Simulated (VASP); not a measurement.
# MnZn2Cl2 (Ibam) in VASP: single point with PBE

Aim: the single point of MnZn2Cl2 with PBE.

All numbers are computed with VASP 6.6.1; they aren't measurements. Logs are shortened: lines on timing, memory, paths and dates and some standing lists are left out, and cuts for length are marked.

**1. The cell of the first run**

It takes space group Ibam (No. 72, orthorhombic). Conventional cell: a = 6.343 Å, b = 12.054 Å, c = 5.788 Å, α = 90.00°, β = 90.00°, γ = 90.00°. Cl (site symmetry m) has 2 Mn at 2.28 Å and 5 Zn at 3.01 to 3.14 Å within 3.2 Å. Zn (site symmetry m) has 6 Cl at 3.01 to 3.35 Å and 2 Mn at 3.09 Å and 7 Zn at 3.61 to 4.11 Å within 4.2 Å. Within 3.1 Å of Mn (site symmetry 222) lie 4 Cl at 2.28 Å and 2 Mn at 2.89 Å and 4 Zn at 3.09 Å.

**2. Single point, PBE**

Input file INCAR:

```
SYSTEM = MnZn2Cl2
  ALGO = Normal
  EDIFF = 1E-6
  ENCUT = 520
  GGA = PE
  ISIF = 2
  ISMEAR = -1
  LASPH = .TRUE.
  LCHARG = .FALSE.
  LREAL = .FALSE.
  LWAVE = .FALSE.
  NBANDS = 62
  NELECT = 100.0
  NELM = 100
  PREC = Accurate
  SIGMA = 0.1
```

Input file KPOINTS:

```
k-points
0
G
  4 4 4
  0 0 0
```

Input file POSCAR:

```
MnZn2Cl2
1.0
    0.0000000000      0.0000000000      5.7876100000
    6.3427110000      0.0000000000      0.0000000000
    3.1713550000      6.0271060000     -2.8938050000
Cl Zn Mn
4 4 2
Direct
    0.8948000000      0.2984000000      0.7896000000
    0.1052000000      0.7016000000      0.2104000000
    0.6052000000      0.0880000000      0.2104000000
    0.3948000000      0.9120000000      0.7896000000
    0.1451000000      0.1845000000      0.2902000000
    0.8549000000      0.8155000000      0.7098000000
    0.3549000000      0.4747000000      0.7098000000
    0.6451000000      0.5253000000      0.2902000000
    0.2500000000      0.0000000000      0.0000000000
    0.7500000000      0.0000000000      0.0000000000
```

Potentials or basis: VASP PAW PBE potentials, release 64 (Cl, Zn, Mn_pv).

Command:

```bash
> cat potpaw_PBE.64/Cl/POTCAR potpaw_PBE.64/Zn/POTCAR potpaw_PBE.64/Mn_pv/POTCAR > POTCAR
> mpirun -np 1 vasp_std > vasp.out
```

OUTCAR:

```text
SYSTEM = MnZn2Cl2
   EDIFF = 1E-6
   ENCUT = 520
   GGA = PE
   ISIF = 2
   ISMEAR = -1
   LASPH = .TRUE.
   LREAL = .FALSE.
   NELECT = 100.0
   NELM = 100
   PREC = Accurate

 ion  position               nearest neighbor table
   1  0.895  0.298  0.790-   9 2.28  10 2.28
   2  0.105  0.702  0.210-   9 2.28  10 2.28
   3  0.605  0.088  0.210-   9 2.28  10 2.28
   4  0.395  0.912  0.790-   9 2.28  10 2.28
   5  0.145  0.184  0.290-   9 3.09  10 3.09
   6  0.855  0.816  0.710-   9 3.09  10 3.09
   7  0.355  0.475  0.710-   9 3.09  10 3.09
   8  0.645  0.525  0.290-   9 3.09  10 3.09
   9  0.250  0.000  0.000-   3 2.28   4 2.28   1 2.28   2 2.28  10 2.89  10 2.89   5 3.09   6 3.09
                             7 3.09   8 3.09
  10  0.750  0.000  0.000-   3 2.28   4 2.28   1 2.28   2 2.28   9 2.89   9 2.89   5 3.09   6 3.09
                             7 3.09   8 3.09

  LATTYP: Found a body centered orthorhombic cell.
 ALAT       =     5.7876100000
 B/A-ratio  =     1.0959119567
 C/A-ratio  =     2.0827616235

  Lattice vectors:

 A1 = (   3.1713560000,  -6.0271060000,   2.8938050000)
 A2 = (  -3.1713550000,  -6.0271060000,  -2.8938050000)
 A3 = (   3.1713550000,   6.0271060000,  -2.8938050000)

Analysis of symmetry for initial positions (statically):
=====================================================================
 Subroutine PRICEL returns:
 Original cell was already a primitive cell.

 Routine SETGRP: Setting up the symmetry group for a
 body centered orthorhombic supercell.

 Subroutine GETGRP returns: Found  8 space group operations
 (whereof  4 operations were pure point group operations)
 out of a pool of  8 trial point group operations.

The static configuration has the point symmetry C_2h.
 The point group associated with its full space group is D_2h.

Analysis of symmetry for dynamics (positions and initial velocities):
=====================================================================
 Subroutine PRICEL returns:
 Original cell was already a primitive cell.

 Routine SETGRP: Setting up the symmetry group for a
 body centered orthorhombic supercell.

 Subroutine GETGRP returns: Found  8 space group operations
 (whereof  4 operations were pure point group operations)
 out of a pool of  8 trial point group operations.

[... 115 lines left out ...]
   NFREE  =      0    steps in history (QN), initial steepest desc. (CG)
   ISIF   =      2    stress and relaxation
   ISYM   =      2    0-nonsym 1-usesym 2-fastsym
   POTIM  = 0.5000    time-step for ionic-motion
   TEBEG  =    0.0;   TEEND  =   0.0 temperature during run
   PSTRESS=    0.0 pullay stress
   NELECT =     100.0000    total number of electrons
   NUPDOWN=      -1.0000    fix difference up-down
   EMIN   =  10.00;   EMAX   =-10.00  energy-range for DOS
   EFERMI =   0.00;   METHOD = LEGACY
   ISMEAR =    -1;   SIGMA  =   0.10  broadening in eV -4-tet -1-fermi 0-gaus
   EFERMI_NEDOS =   21; number of points for ismear=-14 and -15
   IALGO  =     38    algorithm
   IMIX   =      4    mixing-type and parameters
     AMIX     =   0.40;   BMIX     =  1.00
     AMIX_MAG =   1.60;   BMIX_MAG =  1.00
  volume/ion in A,a.u.               =      22.12       149.31
  Fermi-wavevector in a.u.,A,eV,Ry     =   1.256359  2.374175 21.475959  1.578438
  Thomas-Fermi vector in A             =   2.390071
   LORBIT       =      0    0 simple, 1 ext, 2 COOP (PROOUT), +10 PAW based schemes
   GGA     = PE    functional components
   LHFCALC =     F    Hartree Fock is set to
   AEXX    =    0.0000 exact exchange contribution
   IVDW    =     0    specifies the selected vdW correction
   LEPSILON=     F    determine dielectric tensor
   LRPA    =     F    only Hartree local field effects (RPA)
 non-spin polarized calculation
  energy-cutoff  :      520.00
  volume of cell :      221.25
 maximum number of plane-waves:      5983
 NGX is ok and might be reduce to    48
   NGX = 21   NGY = 23   NGZ = 27

 number of electron     102.0000000 magnetization

 number of electron      99.9999984 magnetization

 Free energy of the ion-electron system (eV)
  ---------------------------------------------------
  ext. energy  EPLUGINS =         0.00000000
  ---------------------------------------------------
  free energy    TOTEN  =       -32.53694668 eV

  energy without entropy =      -32.19166382  energy(sigma->0) =      -32.36430525

 E-fermi :   2.3941     XC(G=0):  -9.0999

 val. band max:        2.3609739648   @ k =   0.2500   0.0000   0.2500
 cond. band min:       2.4169187458   @ k =   0.2500   0.5000  -0.0000
 fundamental gap:      0.0559447810
 Fermi energy:         2.3941163939

 k-point     1 :       0.0000    0.0000    0.0000
  band No.  band energies     occupation
      1     -45.9806      2.00000
      2     -45.8893      2.00000
      3     -45.7031      2.00000
      4     -45.6927      2.00000
      5     -45.6813      2.00000
      6     -45.6710      2.00000
[... 1159 lines left out ...]
     61       7.1823      0.00000
     62       7.6720      0.00000

------------------------ aborting loop because EDIFF is reached ----------------------------------------

  FORCE on cell =-STRESS in cart. coord.  units (eV):
  Direction    XX          YY          ZZ          XY          YZ          ZX
  --------------------------------------------------------------------------------------
  -------------------------------------------------------------------------------------
  Total      -17.8449935    -15.6771575    -19.7740869      0.0000013      0.0000000      0.0000000
  in kB     -129.2242335   -113.5258840   -143.1937326      0.0000094      0.0000000      0.0000000
  external PRESSURE =    -128.6479500 kB  Pullay stress =       0.0000000 kB

 VOLUME and BASIS-vectors are now :
 -----------------------------------------------------------------------------
  energy-cutoff  :      520.00
  volume of cell :      221.25
      direct lattice vectors                 reciprocal lattice vectors
     0.000000000  0.000000000  5.787610000     0.000000000  0.082958554  0.172782893
     6.342711000  0.000000000  0.000000000     0.157661290 -0.082958541  0.000000000
     3.171355000  6.027106000 -2.893805000     0.000000000  0.165917108  0.000000000

 POSITION                                       TOTAL-FORCE (eV/Angst)
 -----------------------------------------------------------------------------------
      4.39677      4.75900      2.89381        -0.175993     -0.026437      0.000000
      5.11730      1.26810      0.00000         0.175993      0.026437     -0.000000
      1.22541      1.26810      2.89380        -0.175993      0.026437     -0.000000
      8.28865      4.75900     -0.00000         0.175993     -0.026437      0.000000
      2.09056      1.74907      0.00000         0.007699      0.045556      0.000000
      7.42351      4.27804      2.89380        -0.007699     -0.045556     -0.000000
      5.26191      4.27804      0.00000         0.007699     -0.045556     -0.000000
      4.25215      1.74907      2.89380        -0.007699      0.045556      0.000000
      0.00000      0.00000      1.44690        -0.000000      0.000000      0.000000
      0.00000      0.00000      4.34071        -0.000000      0.000000     -0.000000
 -----------------------------------------------------------------------------------
    total drift:                               -0.000000     -0.000000      0.000000

  FREE ENERGIE OF THE ION-ELECTRON SYSTEM (eV)
  ---------------------------------------------------
  free  energy   TOTEN  =       -32.5369466765 eV

  energy  without entropy=      -32.1916638226  energy(sigma->0) =      -32.36430525
```

OSZICAR:

```text
N       E                     dE             d eps       ncg     rms          rms(c)
DAV:   1     0.994330976503E+03    0.99433E+03   -0.48896E+04  2416   0.189E+03
DAV:   2     0.123193820290E+03   -0.87114E+03   -0.83756E+03  2232   0.492E+02
DAV:   3    -0.246838253079E+02   -0.14788E+03   -0.14056E+03  2596   0.179E+02
DAV:   4    -0.363739680890E+02   -0.11690E+02   -0.11456E+02  2560   0.482E+01
DAV:   5    -0.366347443491E+02   -0.26078E+00   -0.25994E+00  2576   0.764E+00    0.265E+01
DAV:   6    -0.664550801605E+02   -0.29820E+02   -0.12631E+02  2722   0.624E+01    0.647E+01
DAV:   7    -0.320353083955E+02    0.34420E+02   -0.46036E+01  2576   0.861E+01    0.117E+01
DAV:   8    -0.328632105279E+02   -0.82790E+00   -0.17365E+01  2576   0.168E+01    0.801E+00
DAV:   9    -0.325352496185E+02    0.32796E+00   -0.15717E+00  2434   0.814E+00    0.245E+00
DAV:  10    -0.325343494468E+02    0.90017E-03   -0.74519E-02  2888   0.161E+00    0.198E+00
DAV:  11    -0.325362732480E+02   -0.19238E-02   -0.93939E-03  3080   0.624E-01    0.114E+00
DAV:  12    -0.325372820630E+02   -0.10088E-02   -0.41065E-03  3010   0.574E-01    0.391E-01
DAV:  13    -0.325369614011E+02    0.32066E-03   -0.25588E-03  2668   0.201E-01    0.233E-01
DAV:  14    -0.325369544179E+02    0.69832E-05   -0.19298E-04  2408   0.655E-02    0.150E-01
DAV:  15    -0.325369473820E+02    0.70359E-05   -0.12196E-04  3206   0.846E-02    0.758E-02
DAV:  16    -0.325369457967E+02    0.15852E-05   -0.46045E-05  2584   0.277E-02    0.359E-02
DAV:  17    -0.325369466765E+02   -0.87975E-06   -0.49027E-06  2118   0.233E-02
   1 F= -.32536947E+02 E0= -.32364305E+02  d E =-.345283E+00
```

Run time: 4.8 min. Hardware: 1 thread of Intel Xeon Platinum 8259CL at 2.50GHz (Skylake/Cascade Lake), shared host; peak memory 0.45 GiB.

What came out:

```
Free energy   : -32.5369 eV
Largest force : 0.178 eV/Å
```

Forces in eV/Å, atoms in the order of the input:
```
Cl  -0.176 -0.026  0.000
Cl   0.176  0.026  0.000
Cl  -0.176  0.026  0.000
Cl   0.176 -0.026  0.000
Zn   0.008  0.046  0.000
Zn  -0.008 -0.046  0.000
Zn   0.008 -0.046  0.000
Zn  -0.008  0.046  0.000
Mn   0.000  0.000  0.000
Mn   0.000  0.000  0.000
```

Caveat: the cell carries a net charge on a neutralising background, which shifts energy and pressure; the cell is charged against a uniform background, so pressure and absolute levels hang on convention; the run has no spin polarisation, though such a crystal can be magnetic. Spin polarisation is off, so any magnetic state and its effect on volume and gap are missing.
